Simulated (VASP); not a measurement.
# CoPdO2 (R-3m) in VASP: settings compared, part 3 of 4

VASP 6.6.1.

## Step 4: Single point, PBEsol, collinear spin, ferromagnetic start (volume scaled by 0.94)

Input file INCAR:

```
PREC = Accurate
ENCUT = 520
EDIFF = 1E-6
ISMEAR = -1
SIGMA = 0.05
LREAL = F
LASPH = T
NELM = 150
ALGO = Normal
ISIF = 2
LWAVE = F
LCHARG = F
ISPIN = 2
MAGMOM = 0 2 0 0
LORBIT = 11
LMAXMIX = 4
GGA = PS
NBANDS = 28
```

Input file KPOINTS:

```
regular mesh
0
Gamma
  11 11 11
```

Input file POSCAR:

```
CoPdO2
1.0
    1.4024635453      0.8097127054      5.8361502750
   -1.4024635453      0.8097127054      5.8361502750
    0.0000000000     -1.6194254107      5.8361502750
Pd Co O
1 1 2
Direct
    0.0000000000      0.0000000000      0.0000000000
    0.5000000000      0.5000000000      0.5000000000
    0.1124760000      0.1124760000      0.1124760000
    0.8875240000      0.8875240000      0.8875240000
```

Potentials or basis: VASP PAW PBE potentials, release 64 (Pd, Co, O).

On the command line:

```sh
$ cat potpaw_PBE.64/Pd/POTCAR potpaw_PBE.64/Co/POTCAR potpaw_PBE.64/O/POTCAR > POTCAR
$ mpirun -np 1 vasp_std > vasp.out
```

OUTCAR:

```text
PREC = Accurate
   ENCUT = 520
   EDIFF = 1E-6
   ISMEAR = -1
   LREAL = F
   LASPH = T
   NELM = 150
   ISIF = 2
   ISPIN = 2
   LORBIT = 11
   GGA = PS

 ion  position               nearest neighbor table
   1  0.000  0.000  0.000-   3 1.97   4 1.97
   2  0.500  0.500  0.500-   3 1.88   4 1.88   3 1.88   3 1.88   4 1.88   4 1.88
   3  0.112  0.112  0.112-   2 1.88   2 1.88   2 1.88   1 1.97
   4  0.888  0.888  0.888-   2 1.88   2 1.88   2 1.88   1 1.97

  LATTYP: Found a trigonal (rhomboedric) cell.
 ALAT       =     6.0566648160
 COS(alpha) =     0.8927626487

  Lattice vectors:

 A1 = (   1.4024635453,   0.8097127054,   5.8361502750)
 A2 = (  -1.4024635453,   0.8097127054,   5.8361502750)
 A3 = (   0.0000000000,  -1.6194254107,   5.8361502750)

Analysis of symmetry for initial positions (statically):
=====================================================================
 Subroutine PRICEL returns:
 Original cell was already a primitive cell.

 Routine SETGRP: Setting up the symmetry group for a
 trigonal (rhombohedral) supercell.

 Subroutine GETGRP returns: Found 12 space group operations
 (whereof 12 operations were pure point group operations)
 out of a pool of 12 trial point group operations.

The static configuration has the point symmetry D_3d.

Analysis of symmetry for dynamics (positions and initial velocities):
=====================================================================
 Subroutine PRICEL returns:
 Original cell was already a primitive cell.

 Routine SETGRP: Setting up the symmetry group for a
 trigonal (rhombohedral) supercell.

 Subroutine GETGRP returns: Found 12 space group operations
 (whereof 12 operations were pure point group operations)
 out of a pool of 12 trial point group operations.

The dynamic configuration has the point symmetry D_3d.

Analysis of structural, dynamic, and magnetic symmetry:
=====================================================================
 Subroutine PRICEL returns:
 Original cell was already a primitive cell.

 Routine SETGRP: Setting up the symmetry group for a
 trigonal (rhombohedral) supercell.

 Subroutine GETGRP returns: Found 12 space group operations
 (whereof 12 operations were pure point group operations)
 out of a pool of 12 trial point group operations.

The overall configuration has the point symmetry D_3d.

 Subroutine INISYM returns: Found 12 space group operations
 (whereof 12 operations are pure point group operations),
 and found     1 'primitive' translations

----------------------------------------------------------------------------------------

                                     Primitive cell

  volume of cell :      39.7649

  direct lattice vectors                    reciprocal lattice vectors
     1.402463545  0.809712705  5.836150275     0.356515506  0.205834323  0.057115276
    -1.402463545  0.809712705  5.836150275    -0.356515506  0.205834323  0.057115276
     0.000000000 -1.619425411  5.836150275     0.000000000 -0.411668646  0.057115276

  length of vectors
     6.056664816  6.056664816  6.056664816     0.415611873  0.415611873  0.415611873

[... 82 lines left out ...]
   ENCUT  =  520.0 eV  38.22 Ry    6.18 a.u.  11.26 11.26 11.26*2*pi/ulx,y,z
   NELM   =    150;   NELMIN=  2; NELMDL= -5     # of ELM steps
   EDIFF  = 0.1E-05   stopping-criterion for ELM
   LREAL  =      F    real-space projection
   EDIFFG = 0.1E-04   stopping-criterion for IOM
   NSW    =      0    number of steps for IOM
   IBRION =     -1    ionic relax: 0-MD 1-quasi-New 2-CG
   NFREE  =      0    steps in history (QN), initial steepest desc. (CG)
   ISIF   =      2    stress and relaxation
   ISYM   =      2    0-nonsym 1-usesym 2-fastsym
   POTIM  = 0.5000    time-step for ionic-motion
   TEBEG  =    0.0;   TEEND  =   0.0 temperature during run
   PSTRESS=    0.0 pullay stress
   NELECT =      31.0000    total number of electrons
   NUPDOWN=      -1.0000    fix difference up-down
   EMIN   =  10.00;   EMAX   =-10.00  energy-range for DOS
   EFERMI =   0.00;   METHOD = LEGACY
   ISMEAR =    -1;   SIGMA  =   0.05  broadening in eV -4-tet -1-fermi 0-gaus
   EFERMI_NEDOS =   21; number of points for ismear=-14 and -15
   IALGO  =     38    algorithm
   IMIX   =      4    mixing-type and parameters
     AMIX     =   0.40;   BMIX     =  1.00
     AMIX_MAG =   1.60;   BMIX_MAG =  1.00
  volume/ion in A,a.u.               =       9.94        67.09
  Fermi-wavevector in a.u.,A,eV,Ry     =   1.506706  2.847262 30.887460  2.270164
  Thomas-Fermi vector in A             =   2.617389
   LORBIT       =     11    0 simple, 1 ext, 2 COOP (PROOUT), +10 PAW based schemes
   GGA     = PS    functional components
   LHFCALC =     F    Hartree Fock is set to
   AEXX    =    0.0000 exact exchange contribution
   IVDW    =     0    specifies the selected vdW correction
   LEPSILON=     F    determine dielectric tensor
   LRPA    =     F    only Hartree local field effects (RPA)
 spin polarized calculation
  energy-cutoff  :      520.00
  volume of cell :       39.76
 maximum number of plane-waves:      1086
 NGX is ok and might be reduce to    48
   NGX = 23   NGY = 23   NGZ = 23

 number of electron      31.0000007 magnetization      -0.0003886

 number of electron      31.0000007 magnetization       0.0000685

 Free energy of the ion-electron system (eV)
  ---------------------------------------------------
  ext. energy  EPLUGINS =         0.00000000
  ---------------------------------------------------
  free energy    TOTEN  =       -27.77056390 eV

  energy without entropy =      -27.76836203  energy(sigma->0) =      -27.76946297

 E-fermi :   8.1279     XC(G=0): -12.9483

 val. band max:        7.9959213843   @ k =  -0.1818   0.1818   0.0000
 cond. band min:       8.4349385987   @ k =   0.4545   0.4545   0.0000
 fundamental gap:      0.4390172144
 Fermi energy:         8.1278553421

 spin component 1

 k-point     1 :       0.0000    0.0000    0.0000
  band No.  band energies     occupation
      1     -13.0806      1.00000
      2     -11.0038      1.00000
      3      -0.7800      1.00000
      4       1.7952      1.00000
      5       1.7952      1.00000
      6       2.8766      1.00000
[... 709 lines left out ...]
     26      26.6006      0.00000
     27      27.0819      0.00000

 [... further k-points ...]

 spin component 2

 k-point     1 :       0.0000    0.0000    0.0000
  band No.  band energies     occupation
      1     -13.0806      1.00000
      2     -11.0038      1.00000
      3      -0.7800      1.00000
      4       1.7952      1.00000
      5       1.7952      1.00000
      6       2.8766      1.00000
[... 709 lines left out ...]
     26      26.6006      0.00000
     27      27.0819      0.00000

 [... further k-points ...]

 [bands above 27 left out]

------------------------ aborting loop because EDIFF is reached ----------------------------------------

  FORCE on cell =-STRESS in cart. coord.  units (eV):
  Direction    XX          YY          ZZ          XY          YZ          ZX
  --------------------------------------------------------------------------------------
  -------------------------------------------------------------------------------------
  Total        0.6178439      0.6178439      1.1095155      0.0000000      0.0000000      0.0000000
  in kB       24.8936798     24.8936798     44.7037234      0.0000000      0.0000000      0.0000000
  external PRESSURE =      31.4970277 kB  Pullay stress =       0.0000000 kB

 VOLUME and BASIS-vectors are now :
 -----------------------------------------------------------------------------
  energy-cutoff  :      520.00
  volume of cell :       39.76
      direct lattice vectors                 reciprocal lattice vectors
     1.402463545  0.809712705  5.836150275     0.356515506  0.205834323  0.057115276
    -1.402463545  0.809712705  5.836150275    -0.356515506  0.205834323  0.057115276
     0.000000000 -1.619425411  5.836150275     0.000000000 -0.411668646  0.057115276

 POSITION                                       TOTAL-FORCE (eV/Angst)
 -----------------------------------------------------------------------------------
      0.00000      0.00000      0.00000         0.000000     -0.000000     -0.000000
      0.00000      0.00000      8.75423         0.000000     -0.000000     -0.000000
      0.00000      0.00000      1.96928         0.000000     -0.000000     -0.027945
      0.00000      0.00000     15.53917         0.000000      0.000000      0.027945
 -----------------------------------------------------------------------------------
    total drift:                                0.000000      0.000000     -0.000000

  FREE ENERGIE OF THE ION-ELECTRON SYSTEM (eV)
  ---------------------------------------------------
  free  energy   TOTEN  =       -27.7705639049 eV

  energy  without entropy=      -27.7683620257  energy(sigma->0) =      -27.76946297

 total charge

# of ion       s       p       d       tot
------------------------------------------
    1        0.494   0.518   8.468   9.480
    2        0.456   0.722   7.389   8.567
    3        1.554   3.446   0.000   5.000
    4        1.554   3.446   0.000   5.000
--------------------------------------------------
tot          4.058   8.133  15.857  28.047

 magnetization (x)

# of ion       s       p       d       tot
------------------------------------------
    1       -0.000   0.000  -0.000  -0.000
    2       -0.000  -0.000   0.000   0.000
    3        0.000  -0.000   0.000  -0.000
    4        0.000  -0.000   0.000  -0.000
--------------------------------------------------
tot         -0.000  -0.000   0.000  -0.000
```

Run time: 20 min. Hardware: 1 thread of Intel Xeon Platinum 8259CL at 2.50GHz (Skylake/Cascade Lake), shared host; peak memory 0.58 GiB.

What came out:

```
Free energy                                           : -27.7706 eV
Pressure                                              : 3.1 GPa
Largest force                                         : 0.028 eV/Å
Net moment                                            : 0.00 μB per cell
Valence electrons inside the program's atomic spheres : Pd 9.48; Co 8.57; O 5.00
```

Forces on the atoms (eV/Å):
```
Pd   0.000  0.000  0.000
Co   0.000  0.000  0.000
O    0.000  0.000 -0.028
O    0.000  0.000  0.028
```

Caveat: the starting moments collapsed, and a magnetic state may lie lower; the PAW data sets were made with another functional, which shifts forces and pressure a little; semilocal functionals often make such compounds metallic where correlation or magnetic order opens a gap, which also shifts bond lengths.

## Step 5: Single point, PBEsol, collinear spin, ferromagnetic start (volume scaled by 0.96)

Input file INCAR:

```
ALGO = Normal
EDIFF = 1E-6
ENCUT = 520
GGA = PS
ISIF = 2
ISMEAR = -1
ISPIN = 2
LASPH = True
LCHARG = False
LMAXMIX = 4
LORBIT = 11
LREAL = False
LWAVE = False
MAGMOM = 0 2 0 0
NBANDS = 28
NELM = 150
PREC = Accurate
SIGMA = 0.05
```

Input file KPOINTS:

```
k-points
0
Gamma
  11 11 11
```

Input file POSCAR:

```
CoPdO2
1.0
    1.4123403745      0.8154150954      5.8772512790
   -1.4123403745      0.8154150954      5.8772512790
    0.0000000000     -1.6308301908      5.8772512790
Pd Co O
1 1 2
Direct
    0.0000000000      0.0000000000      0.0000000000
    0.5000000000      0.5000000000      0.5000000000
    0.1124760000      0.1124760000      0.1124760000
    0.8875240000      0.8875240000      0.8875240000
```

Potentials or basis: VASP PAW PBE potentials, release 64 (Pd, Co, O).

On the command line:

```sh
$ cat potpaw_PBE.64/Pd/POTCAR potpaw_PBE.64/Co/POTCAR potpaw_PBE.64/O/POTCAR > POTCAR
$ mpirun -np 1 vasp_std > vasp.out
```

OUTCAR:

```text
EDIFF = 1E-6
   ENCUT = 520
   GGA = PS
   ISIF = 2
   ISMEAR = -1
   ISPIN = 2
   LASPH = True
   LORBIT = 11
   LREAL = False
   NELM = 150
   PREC = Accurate

 ion  position               nearest neighbor table
   1  0.000  0.000  0.000-   3 1.98   4 1.98
   2  0.500  0.500  0.500-   3 1.89   4 1.89   3 1.89   3 1.89   4 1.89   4 1.89
   3  0.112  0.112  0.112-   2 1.89   2 1.89   2 1.89   1 1.98
   4  0.888  0.888  0.888-   2 1.89   2 1.89   2 1.89   1 1.98

  LATTYP: Found a trigonal (rhomboedric) cell.
 ALAT       =     6.0993187905
[... 1673 lines left out ...]
      direct lattice vectors                 reciprocal lattice vectors
     1.412340375  0.815415095  5.877251279     0.354022309  0.204394875  0.056715855
    -1.412340375  0.815415095  5.877251279    -0.354022309  0.204394875  0.056715855
     0.000000000 -1.630830191  5.877251279     0.000000000 -0.408789750  0.056715855

 POSITION                                       TOTAL-FORCE (eV/Angst)
 -----------------------------------------------------------------------------------
      0.00000      0.00000      0.00000         0.000000      0.000000      0.000000
      0.00000      0.00000      8.81588        -0.000000      0.000000      0.000000
      0.00000      0.00000      1.98315         0.000000     -0.000000      0.051634
      0.00000      0.00000     15.64860         0.000000      0.000000     -0.051634
 -----------------------------------------------------------------------------------
    total drift:                                0.000000      0.000000     -0.000000

  FREE ENERGIE OF THE ION-ELECTRON SYSTEM (eV)
  ---------------------------------------------------
  free  energy   TOTEN  =       -27.7745740687 eV

  energy  without entropy=      -27.7722495437  energy(sigma->0) =      -27.77341181

 total charge

# of ion       s       p       d       tot
------------------------------------------
    1        0.482   0.494   8.454   9.430
    2        0.444   0.693   7.363   8.499
    3        1.554   3.432   0.000   4.986
    4        1.554   3.432   0.000   4.986
--------------------------------------------------
tot          4.033   8.051  15.817  27.901

 magnetization (x)

# of ion       s       p       d       tot
------------------------------------------
    1       -0.000  -0.000   0.000  -0.000
    2       -0.000  -0.000   0.000   0.000
    3        0.000   0.000   0.000   0.000
    4        0.000   0.000   0.000   0.000
--------------------------------------------------
tot         -0.000   0.000   0.000   0.000
```

OSZICAR:

```text
N       E                     dE             d eps       ncg     rms          rms(c)
DAV:   1     0.243818888357E+03    0.24382E+03   -0.14321E+04 16432   0.122E+03
DAV:   2    -0.139891314538E+02   -0.25781E+03   -0.22927E+03 16996   0.313E+02
DAV:   3    -0.327477940647E+02   -0.18759E+02   -0.17989E+02 18924   0.927E+01
DAV:   4    -0.330344416405E+02   -0.28665E+00   -0.28604E+00 18580   0.113E+01
DAV:   5    -0.330411860464E+02   -0.67444E-02   -0.67436E-02 20896   0.175E+00    0.306E+01
DAV:   6    -0.583044001501E+02   -0.25263E+02   -0.14537E+02 19540   0.133E+02    0.760E+01
DAV:   7    -0.332950009358E+02    0.25009E+02   -0.20673E+01 21824   0.680E+01    0.276E+01
DAV:   8    -0.282499766154E+02    0.50450E+01   -0.10276E+01 19188   0.931E+01    0.107E+01
DAV:   9    -0.280244205476E+02    0.22556E+00   -0.25852E+00 19752   0.124E+01    0.665E+00
DAV:  10    -0.277849287155E+02    0.23949E+00   -0.26406E-01 23340   0.765E+00    0.284E+00
DAV:  11    -0.277718452037E+02    0.13084E-01   -0.86307E-02 23280   0.320E+00    0.127E+00
DAV:  12    -0.277741359578E+02   -0.22908E-02   -0.62137E-03 23000   0.838E-01    0.356E-01
DAV:  13    -0.277747264913E+02   -0.59053E-03   -0.12402E-03 21968   0.341E-01    0.166E-01
DAV:  14    -0.277745743495E+02    0.15214E-03   -0.23983E-04 24016   0.221E-01    0.610E-02
DAV:  15    -0.277745769016E+02   -0.25521E-05   -0.72459E-05 23188   0.754E-02    0.266E-02
DAV:  16    -0.277745744224E+02    0.24793E-05   -0.49236E-06 20704   0.381E-02    0.137E-02
DAV:  17    -0.277745740687E+02    0.35362E-06   -0.16264E-06 13060   0.120E-02
   1 F= -.27774574E+02 E0= -.27773412E+02  d E =-.232453E-02  mag=     0.0000
```

Run time: 19 min. Hardware: 1 thread of Intel Xeon Platinum 8259CL at 2.50GHz (Skylake/Cascade Lake), shared host; peak memory 0.58 GiB.

What came out:

```
Free energy                                           : -27.7746 eV
Pressure                                              : -2.0 GPa
Largest force                                         : 0.052 eV/Å
Net moment                                            : 0.00 μB per cell
Valence electrons inside the program's atomic spheres : Pd 9.43; Co 8.50; O 4.99
```

Forces on the atoms (eV/Å):
```
Pd   0.000  0.000  0.000
Co   0.000  0.000  0.000
O    0.000  0.000  0.052
O    0.000  0.000 -0.052
```

Levels at points of the mesh, in eV from the Fermi level:
Spin up:
| k point | band 14 | band 15 | band 16 | band 17 | band 18 | band 19 |
| --- | --- | --- | --- | --- | --- | --- |
| (0.00, 0.00, 0.00) | -1.36 | -1.36 | -0.85 | 2.24 | 2.24 | 3.15 |
Spin down:
```csv
k point,band 14,band 15,band 16,band 17,band 18,band 19
"(0.00, 0.00, 0.00)",-1.36,-1.36,-0.85,2.24,2.24,3.15
```

Caveat: the starting moments collapsed, and a magnetic state may lie lower; the PAW data sets were made with another functional, which shifts forces and pressure a little; semilocal functionals often make such compounds metallic where correlation or magnetic order opens a gap, which also shifts bond lengths.

[end of part 3 of 4]
